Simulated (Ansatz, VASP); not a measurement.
**Te in VASP and in Ansatz**

```
CELL_PARAMETERS angstrom
3.15215 0.00000 0.00000
0.00000 3.15215 0.00000
0.00000 0.00000 3.15215
ATOMIC_POSITIONS crystal
Te 0.00000 0.00000 0.00000
```

Alike in both runs: task relaxation of cell and atoms; functional PBE; k mesh 13 × 13 × 13; occupations fermi-dirac, width 0.05 eV; no spin polarisation.

|  | VASP | Ansatz |
| --- | --- | --- |
| version | VASP 6.6.1 | Ansatz 0.2.0 |
| potentials or method | VASP PAW PBE potentials, release 64 (Te) | PAW with Ansatz's default frozen-core files, scalar-relativistic |
| plane-wave cutoff (eV) | 600 | 420 |
| valence electrons in the cell | 6 | 16 |

```csv
,VASP,Ansatz,Ansatz less VASP
relaxed volume (Å³/atom),32.73,32.77,+0.033
relaxed cell length with the largest relative difference (Å),3.199,3.200,+0.0011
```

VASP's potentials hold 6 valence electrons a cell and Ansatz's 16, so a difference there can come from the potentials and not from the codes.

Spin-orbit coupling is off throughout.
